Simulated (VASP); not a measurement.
Crystal: Y.

```xyz
1
Lattice="2.0200 2.0200 2.0200 -2.0200 2.0200 2.0200 -2.0200 -2.0200 2.0200" Properties=species:S:1:pos:R:3 pbc="T T T"
Y     0.0000    0.0000    0.0000
```

This isn't the form of Y at room conditions, which is hcp.

```yaml
Program: VASP 6.6.1
Task: relaxation of cell and atoms
Functional: PBEsol
Potentials_or_basis: VASP PAW PBE potentials, release 64 (Y_sv)
Cutoff: 500 eV
k_mesh: 8 × 8 × 8
Occupations: gaussian, width 0.1 eV
Spin: no spin polarisation
```

At the start: pressure -1.9 GPa; volume 32.97 Å³/atom.

Where does the relaxation end?

Over 3 steps the energy falls by 10.0 meV/atom and the volume is 31.36 Å³/atom (-4.9 %); space group Im-3m (No. 229, to 0.1 Å) before and after.

The path:
| step | energy change (eV) | largest force (eV/Å) | pressure (GPa) | volume (Å³) |
| --- | --- | --- | --- | --- |
| 1 | 0.0000 | 0.0000 | -1.91 | 32.97 |
| 2 | -0.0097 | 0.0000 | 0.31 | 31.13 |
| 3 | -0.0100 | 0.0000 | 0.00 | 31.36 |

Final structure:
```cif
data_structure
_symmetry_space_group_name_H-M 'P 1'
_symmetry_Int_Tables_number 1
_cell_length_a 3.4407
_cell_length_b 3.4407
_cell_length_c 3.4407
_cell_angle_alpha 70.529
_cell_angle_beta 109.471
_cell_angle_gamma 70.529
_cell_volume 31.36
loop_
_atom_site_label
_atom_site_type_symbol
_atom_site_fract_x
_atom_site_fract_y
_atom_site_fract_z
_atom_site_occupancy
Y1 Y 0.00000 0.00000 0.00000 1
```

Caveat: the PAW data sets were made with another functional, which shifts forces and pressure a little.
